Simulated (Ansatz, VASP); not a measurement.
# W3C in VASP and in Ansatz

```
CELL_PARAMETERS angstrom
2.73176 0.00000 0.00000
-0.91059 2.57552 0.00000
0.00000 0.00000 21.31585
ATOMIC_POSITIONS crystal
W 0.50000 0.50000 0.18765
W 0.00000 0.00000 0.28889
W 0.50000 0.50000 0.39013
C 0.00000 0.00000 0.45346
```

Alike in both runs: task single point; functional PBEsol; k mesh 10 × 10 × 1; occupations gaussian, width 0.1 eV; no spin polarisation.

|  | VASP | Ansatz |
| --- | --- | --- |
| version | VASP 6.6.1 | Ansatz 0.2.0 |
| potentials or method | VASP PAW PBE potentials, release 64 (W_sv, C), cutoff 520 eV | scalar-relativistic, plane waves, PAW |
| valence electrons in the cell | 46 | 46 |

```csv
,VASP,Ansatz,Ansatz less VASP
gap on the k mesh at the Fermi level (eV),none,none,-
rms of the force components (eV/Å),0.854,0.866,+0.0112
```

VASP's potentials were made for PBE, not for PBEsol. Atom by atom the forces differ by 0.023 eV/Å (rms over components). A gap of «none» marks a metal or a gap that the smearing closes. With one functional, cell and mesh, what is left measures potentials, basis and numerics.

Neither program's run includes spin-orbit coupling.
